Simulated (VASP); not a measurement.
# Mg16O in VASP: a series of runs, part 2 of 2

VASP 6.6.1. The steps go on from the part before.

## (5) Single point, PBE

Contents of INCAR:

```
SYSTEM = Mg16O
ALGO = Normal
DIPOL = 0.5 0.5 0.330
EDIFF = 1E-7
ENCUT = 520
GGA = PE
IDIPOL = 3
ISIF = 2
ISMEAR = 0
LASPH = .TRUE.
LCHARG = .FALSE.
LDIPOL = .TRUE.
LREAL = Auto
LWAVE = .FALSE.
NBANDS = 33
NELM = 60
PREC = Accurate
SIGMA = 0.1
```

Contents of KPOINTS:

```
k-points
0
G
  6 6 1
  0 0 0
```

Contents of POSCAR:

```
Mg16O
1.0
    6.4201385705      0.0000000000      0.0000000000
   -3.2100692852      5.5600030979      0.0000000000
    0.0000000000      0.0000000000     24.7147783802
Mg O
16 1
Direct
    0.3333333333      0.1666666667      0.1618464847
    0.3333333333      0.6666666667      0.1618464847
    0.8333333333      0.1666666667      0.1618464847
    0.8333333333      0.6666666667      0.1618464847
    0.1666666667      0.3333333333      0.2657906286
    0.1666666667      0.8333333333      0.2657906286
    0.6666666667      0.3333333333      0.2657906286
    0.6666666667      0.8333333333      0.2657906286
    0.3333333333      0.1666666667      0.3682830748
    0.3333333333      0.6666666667      0.3682830748
    0.8333333333      0.1666666667      0.3682830748
    0.8333333333      0.6666666667      0.3682830748
    0.1666666667      0.3333333333      0.4739989249
    0.1666666667      0.8333333333      0.4739989249
    0.6666666667      0.3333333333      0.4739989249
    0.6666666667      0.8333333333      0.4739989249
    0.5000000000      0.0000000000      0.5290267296
```

Potentials or basis: VASP PAW PBE potentials, release 64 (Mg, O).

Run with:

```sh
$ cat potpaw_PBE.64/Mg/POTCAR potpaw_PBE.64/O/POTCAR > POTCAR
$ mpirun -np 1 vasp_std > vasp.out
```

OUTCAR:

```text
SYSTEM = Mg16O
   EDIFF = 1E-7
   ENCUT = 520
   GGA = PE
   ISIF = 2
   ISMEAR = 0
   LASPH = .TRUE.
   LREAL = Auto
   NELM = 60
   PREC = Accurate

 ion  position               nearest neighbor table
   1  0.333  0.167  0.162-   5 3.17   7 3.17   6 3.17   3 3.21   3 3.21   2 3.21   2 3.21   4 3.21
                             4 3.21
   2  0.333  0.667  0.162-   6 3.17   8 3.17   5 3.17   4 3.21   4 3.21   1 3.21   1 3.21   3 3.21
                             3 3.21
   3  0.833  0.167  0.162-   7 3.17   5 3.17   8 3.17   1 3.21   1 3.21   4 3.21   4 3.21   2 3.21
                             2 3.21
   4  0.833  0.667  0.162-   8 3.17   6 3.17   7 3.17   2 3.21   2 3.21   3 3.21   3 3.21   1 3.21
                             1 3.21
   5  0.167  0.333  0.266-   9 3.14  11 3.14  10 3.14   1 3.17   3 3.17   2 3.17   7 3.21   7 3.21
                             6 3.21   6 3.21   8 3.21   8 3.21
   6  0.167  0.833  0.266-  10 3.14  12 3.14   9 3.14   2 3.17   4 3.17   1 3.17   8 3.21   8 3.21
                             5 3.21   5 3.21   7 3.21   7 3.21
   7  0.667  0.333  0.266-  11 3.14   9 3.14  12 3.14   3 3.17   1 3.17   4 3.17   5 3.21   5 3.21
                             8 3.21   8 3.21   6 3.21   6 3.21
   8  0.667  0.833  0.266-  12 3.14  10 3.14  11 3.14   4 3.17   2 3.17   3 3.17   6 3.21   6 3.21
                             7 3.21   7 3.21   5 3.21   5 3.21
   9  0.333  0.167  0.368-   5 3.14   7 3.14   6 3.14  13 3.20  15 3.20  14 3.20  11 3.21  11 3.21
                            10 3.21  10 3.21  12 3.21  12 3.21
  10  0.333  0.667  0.368-   6 3.14   8 3.14   5 3.14  14 3.20  16 3.20  13 3.20  12 3.21  12 3.21
                             9 3.21   9 3.21  11 3.21  11 3.21
  11  0.833  0.167  0.368-   7 3.14   5 3.14   8 3.14  15 3.20  13 3.20  16 3.20   9 3.21   9 3.21
                            12 3.21  12 3.21  10 3.21  10 3.21
  12  0.833  0.667  0.368-   8 3.14   6 3.14   7 3.14  16 3.20  14 3.20  15 3.20  10 3.21  10 3.21
                            11 3.21  11 3.21   9 3.21   9 3.21
  13  0.167  0.333  0.474-   9 3.20  11 3.20  10 3.20  15 3.21  15 3.21  14 3.21  14 3.21  16 3.21
                            16 3.21
  14  0.167  0.833  0.474-  17 2.30  10 3.20  12 3.20   9 3.20  16 3.21  16 3.21  13 3.21  13 3.21
                            15 3.21  15 3.21
  15  0.667  0.333  0.474-  17 2.30  11 3.20   9 3.20  12 3.20  13 3.21  13 3.21  16 3.21  16 3.21
                            14 3.21  14 3.21
  16  0.667  0.833  0.474-  17 2.30  12 3.20  10 3.20  11 3.20  14 3.21  14 3.21  15 3.21  15 3.21
                            13 3.21  13 3.21
  17  0.500  0.000  0.529-  14 2.30  15 2.30  16 2.30

  LATTYP: Found a hexagonal cell.
 ALAT       =     6.4201385705
[... 196 lines left out ...]
  ---------------------------------------------------
  free energy    TOTEN  =       -29.05793161 eV

  energy without entropy =      -29.03347529  energy(sigma->0) =      -29.04570345

 E-fermi :  -1.3795     XC(G=0):  -4.2844

 val. band max:       -1.4327224725   @ k =   0.3333   0.0000   0.0000
 cond. band min:      -1.3072934711   @ k =   0.1667   0.1667   0.0000
 fundamental gap:      0.1254290014
 Fermi energy:        -1.3794638058

 k-point     1 :       0.0000    0.0000    0.0000
  band No.  band energies     occupation
      1     -17.3972      2.00000
      2      -7.9970      2.00000
      3      -7.1041      2.00000
      4      -5.7611      2.00000
      5      -3.9056      2.00000
      6      -3.7044      2.00000
[... 227 lines left out ...]
     30       1.5877      0.00000
     31       1.7502      0.00000
 [bands above 31 left out]

------------------------ aborting loop because EDIFF is reached ----------------------------------------

 vacuum level on the upper side and lower side of the slab       (xc-potential included)         0.594        -0.755

  FORCE on cell =-STRESS in cart. coord.  units (eV):
  Direction    XX          YY          ZZ          XY          YZ          ZX
  --------------------------------------------------------------------------------------
  -------------------------------------------------------------------------------------
  Total       -6.1015410     -6.1015410     -3.0536742     -0.0000000      0.0000000      0.0000000
  in kB      -11.0808725    -11.0808725     -5.5457096     -0.0000000      0.0000000      0.0000000
  external PRESSURE =      -9.2358182 kB  Pullay stress =       0.0000000 kB

 VOLUME and BASIS-vectors are now :
 -----------------------------------------------------------------------------
  energy-cutoff  :      520.00
  volume of cell :      882.22
      direct lattice vectors                 reciprocal lattice vectors
     6.420138570  0.000000000  0.000000000     0.155759878  0.089928007  0.000000000
    -3.210069285  5.560003098  0.000000000     0.000000000  0.179856015  0.000000000
     0.000000000  0.000000000 24.714778380     0.000000000  0.000000000  0.040461621

 POSITION                                       TOTAL-FORCE (eV/Angst)
 -----------------------------------------------------------------------------------
      1.60503      0.92667      4.00000         0.011697     -0.006753     -0.045949
     -0.00000      3.70667      4.00000         0.000000      0.013506     -0.045949
      4.81510      0.92667      4.00000        -0.011697     -0.006753     -0.045949
      3.21007      3.70667      4.00000        -0.000000      0.000000     -0.063986
      0.00000      1.85333      6.56896        -0.000000      0.000000      0.021611
     -1.60503      4.63334      6.56896         0.005383      0.003108     -0.034923
[... 9 lines left out ...]
      1.60503      4.63334     11.71478        -1.036519      0.598434      1.133748
      3.21007      0.00000     13.07478        -0.000000      0.000000     -3.222842
 -----------------------------------------------------------------------------------
    total drift:                                0.000000     -0.000000      0.015654

  FREE ENERGIE OF THE ION-ELECTRON SYSTEM (eV)
  ---------------------------------------------------
  free  energy   TOTEN  =       -29.0579316093 eV

  energy  without entropy=      -29.0334752910  energy(sigma->0) =      -29.04570345

 vacuum level on the upper side and lower side of the slab         3.655         2.277
```

Run time: 6.7 min. Hardware: 1 thread of Intel Xeon 6975P-C (Granite Rapids), shared host; peak memory 0.85 GiB.

Results:

```yaml
Free_energy: -29.0579 eV
Largest_force: 3.223 eV/Å
Band_gap_on_the_k_mesh: zero (bands 19 and 20 overlap by 1.26 eV)
```

Forces on the atoms (eV/Å):
```
Mg   0.012 -0.007 -0.046
Mg   0.000  0.014 -0.046
Mg  -0.012 -0.007 -0.046
Mg   0.000  0.000 -0.064
Mg   0.000  0.000  0.022
Mg   0.005  0.003 -0.035
Mg   0.000 -0.006 -0.035
Mg  -0.005  0.003 -0.035
Mg  -0.015  0.009  0.039
Mg   0.000 -0.018  0.039
Mg   0.015  0.009  0.039
Mg   0.000  0.000  0.126
Mg   0.000  0.000 -0.136
Mg   1.037  0.598  1.134
Mg   0.000 -1.197  1.134
Mg  -1.037  0.598  1.134
O    0.000  0.000 -3.223
```

## (6) Single point, PBE

Contents of INCAR:

```
SYSTEM = Mg16O
PREC = Accurate
ENCUT = 520
EDIFF = 1E-6
ISMEAR = 0
SIGMA = 0.1
LREAL = Auto
LASPH = .TRUE.
NELM = 60
ALGO = Normal
ISIF = 2
LWAVE = .FALSE.
LCHARG = .TRUE.
LDIPOL = .TRUE.
IDIPOL = 3
DIPOL = 0.5 0.5 0.332
GGA = PE
LELF = .TRUE.
LVHAR = .TRUE.
LVACPOTAV = .TRUE.
NBANDS = 33
```

Contents of KPOINTS:

```
Automatic mesh
0
G
  6 6 1
  0 0 0
```

POSCAR, as its differences from that of step 5:

```diff
@@ -24,2 +24,2 @@
     0.6666666667      0.8333333333      0.4739989249
-    0.5000000000      0.0000000000      0.5290267296
+    0.5000000000      0.0000000000      0.5642283401
```

Potentials or basis: VASP PAW PBE potentials, release 64 (Mg, O).

Run with:

```sh
$ cat potpaw_PBE.64/Mg/POTCAR potpaw_PBE.64/O/POTCAR > POTCAR
$ mpirun -np 1 vasp_std > vasp.out
```

OUTCAR:

```text
SYSTEM = Mg16O
   PREC = Accurate
   ENCUT = 520
   EDIFF = 1E-6
   ISMEAR = 0
   LREAL = Auto
   LASPH = .TRUE.
   NELM = 60
   ISIF = 2
   GGA = PE

 ion  position               nearest neighbor table
   1  0.333  0.167  0.162-   5 3.17   7 3.17   6 3.17   3 3.21   3 3.21   2 3.21   2 3.21   4 3.21
                             4 3.21
   2  0.333  0.667  0.162-   6 3.17   8 3.17   5 3.17   4 3.21   4 3.21   1 3.21   1 3.21   3 3.21
                             3 3.21
   3  0.833  0.167  0.162-   7 3.17   5 3.17   8 3.17   1 3.21   1 3.21   4 3.21   4 3.21   2 3.21
                             2 3.21
   4  0.833  0.667  0.162-   8 3.17   6 3.17   7 3.17   2 3.21   2 3.21   3 3.21   3 3.21   1 3.21
                             1 3.21
   5  0.167  0.333  0.266-   9 3.14  11 3.14  10 3.14   1 3.17   3 3.17   2 3.17   7 3.21   7 3.21
                             6 3.21   6 3.21   8 3.21   8 3.21
   6  0.167  0.833  0.266-  10 3.14  12 3.14   9 3.14   2 3.17   4 3.17   1 3.17   8 3.21   8 3.21
                             5 3.21   5 3.21   7 3.21   7 3.21
   7  0.667  0.333  0.266-  11 3.14   9 3.14  12 3.14   3 3.17   1 3.17   4 3.17   5 3.21   5 3.21
                             8 3.21   8 3.21   6 3.21   6 3.21
   8  0.667  0.833  0.266-  12 3.14  10 3.14  11 3.14   4 3.17   2 3.17   3 3.17   6 3.21   6 3.21
                             7 3.21   7 3.21   5 3.21   5 3.21
   9  0.333  0.167  0.368-   5 3.14   7 3.14   6 3.14  13 3.20  15 3.20  14 3.20  11 3.21  11 3.21
                            10 3.21  10 3.21  12 3.21  12 3.21
  10  0.333  0.667  0.368-   6 3.14   8 3.14   5 3.14  14 3.20  16 3.20  13 3.20  12 3.21  12 3.21
                             9 3.21   9 3.21  11 3.21  11 3.21
  11  0.833  0.167  0.368-   7 3.14   5 3.14   8 3.14  15 3.20  13 3.20  16 3.20   9 3.21   9 3.21
                            12 3.21  12 3.21  10 3.21  10 3.21
  12  0.833  0.667  0.368-   8 3.14   6 3.14   7 3.14  16 3.20  14 3.20  15 3.20  10 3.21  10 3.21
                            11 3.21  11 3.21   9 3.21   9 3.21
  13  0.167  0.333  0.474-   9 3.20  11 3.20  10 3.20  15 3.21  15 3.21  14 3.21  14 3.21  16 3.21
                            16 3.21
  14  0.167  0.833  0.474-  10 3.20  12 3.20   9 3.20  16 3.21  16 3.21  13 3.21  13 3.21  15 3.21
                            15 3.21
  15  0.667  0.333  0.474-  11 3.20   9 3.20  12 3.20  13 3.21  13 3.21  16 3.21  16 3.21  14 3.21
                            14 3.21
  16  0.667  0.833  0.474-  12 3.20  10 3.20  11 3.20  14 3.21  14 3.21  15 3.21  15 3.21  13 3.21
[... 195 lines left out ...]

 dipolmoment           0.000000      0.000000      0.557122 electrons x Angstroem

 Free energy of the ion-electron system (eV)
  ---------------------------------------------------
  ext. energy  EPLUGINS =         0.00000000
  ---------------------------------------------------
  free energy    TOTEN  =       -25.92338824 eV

  energy without entropy =      -25.87744889  energy(sigma->0) =      -25.90041857

 E-fermi :  -1.7383     XC(G=0):  -4.3318

 val. band max:       -1.7538416444   @ k =   0.3333   0.0000   0.0000
 cond. band min:      -1.6782122229   @ k =   0.3333   0.1667   0.0000
 fundamental gap:      0.0756294216
 Fermi energy:        -1.7383361750

 k-point     1 :       0.0000    0.0000    0.0000
  band No.  band energies     occupation
      1     -16.7258      2.00000
      2      -8.3883      2.00000
      3      -7.5272      2.00000
      4      -6.1988      2.00000
      5      -4.3336      2.00000
      6      -3.6615      2.00000
[... 227 lines left out ...]
     30       1.2681      0.00000
     31       1.3873      0.00000
 [bands above 31 left out]

------------------------ aborting loop because EDIFF is reached ----------------------------------------

  FORCE on cell =-STRESS in cart. coord.  units (eV):
  Direction    XX          YY          ZZ          XY          YZ          ZX
  --------------------------------------------------------------------------------------
  -------------------------------------------------------------------------------------
  Total       -4.7393302     -4.7393302     -6.4911708     -0.0000000      0.0000000      0.0000000
  in kB       -8.6069919     -8.6069919    -11.7884706     -0.0000000      0.0000000      0.0000000
  external PRESSURE =      -9.6674848 kB  Pullay stress =       0.0000000 kB

 VOLUME and BASIS-vectors are now :
 -----------------------------------------------------------------------------
  energy-cutoff  :      520.00
  volume of cell :      882.22
      direct lattice vectors                 reciprocal lattice vectors
     6.420138570  0.000000000  0.000000000     0.155759878  0.089928007  0.000000000
    -3.210069285  5.560003098  0.000000000     0.000000000  0.179856015  0.000000000
     0.000000000  0.000000000 24.714778380     0.000000000  0.000000000  0.040461621

 POSITION                                       TOTAL-FORCE (eV/Angst)
 -----------------------------------------------------------------------------------
      1.60503      0.92667      4.00000         0.017964     -0.010371     -0.051907
     -0.00000      3.70667      4.00000         0.000000      0.020743     -0.051907
      4.81510      0.92667      4.00000        -0.017964     -0.010371     -0.051907
      3.21007      3.70667      4.00000        -0.000000     -0.000000     -0.073531
      0.00000      1.85333      6.56896        -0.000000     -0.000000      0.004079
     -1.60503      4.63334      6.56896         0.012091      0.006981     -0.010999
[... 9 lines left out ...]
      1.60503      4.63334     11.71478        -0.515807      0.297801      1.054663
      3.21007      0.00000     13.94478        -0.000000      0.000000     -3.365090
 -----------------------------------------------------------------------------------
    total drift:                                0.000000     -0.000000      0.007813

  FREE ENERGIE OF THE ION-ELECTRON SYSTEM (eV)
  ---------------------------------------------------
  free  energy   TOTEN  =       -25.9233882445 eV

  energy  without entropy=      -25.8774488869  energy(sigma->0) =      -25.90041857

 vacuum level on the upper side and lower side of the slab         4.797         1.974
```

Wall time 6.7 min (1 thread of Intel Xeon 6975P-C (Granite Rapids), shared host); peak memory 0.85 GiB.

Results:

| Property | Result |
| --- | --- |
| Free energy | -25.9234 eV |
| Largest force | 3.365 eV/Å |
| Band gap on the k mesh | zero (bands 19 and 20 overlap by 1.00 eV) |

Forces in eV/Å, atoms in the order of the input:
```
Mg   0.018 -0.010 -0.052
Mg   0.000  0.021 -0.052
Mg  -0.018 -0.010 -0.052
Mg   0.000  0.000 -0.074
Mg   0.000  0.000  0.004
Mg   0.012  0.007 -0.011
Mg   0.000 -0.014 -0.011
Mg  -0.012  0.007 -0.011
Mg   0.014 -0.008  0.093
Mg   0.000  0.016  0.093
Mg  -0.014 -0.008  0.093
Mg   0.000  0.000  0.088
Mg   0.000  0.000  0.091
Mg   0.516  0.298  1.055
Mg   0.000 -0.596  1.055
Mg  -0.516  0.298  1.055
O    0.000  0.000 -3.365
```

Levels at points of the mesh, in eV from the Fermi level:
| k point | band 15 | band 16 | band 17 | band 18 | band 19 | band 20 | band 21 | band 22 | band 23 | band 24 |
| --- | --- | --- | --- | --- | --- | --- | --- | --- | --- | --- |
| (0.00, 0.00, 0.00) | -1.15 | -1.15 | -1.12 | -0.91 | -0.49 | -0.49 | -0.37 | 0.23 | 0.23 | 0.33 |
| (0.50, 0.00, 0.00) | -1.07 | -0.46 | -0.41 | -0.38 | 0.51 | 0.54 | 0.75 | 0.98 | 1.49 | 1.50 |

## (7) Summary

| cell | gap on the mesh (eV) | largest force (eV/Å) |
| --- | --- | --- |
| as given, atomic positions A | none | 3.13 |
| as given, atomic positions B | none | 1.70 |
| as given, atomic positions C | none | 0.24 |
| as given, atomic positions D | none | 3.22 |
| as given, atomic positions E | none | 3.37 |

Alike in all rows: task single point; level PBE; potentials or basis VASP PAW PBE potentials, release 64 (Mg, O); no spin polarisation; k mesh 6 × 6 × 1; cutoff (eV) 520; smearing gaussian 0.1 eV.

Total energies depend on the potentials used, so only differences within one code and one set of settings carry meaning.

The gap in the log of VASP goes by the Fermi energy; the results here count the filled bands.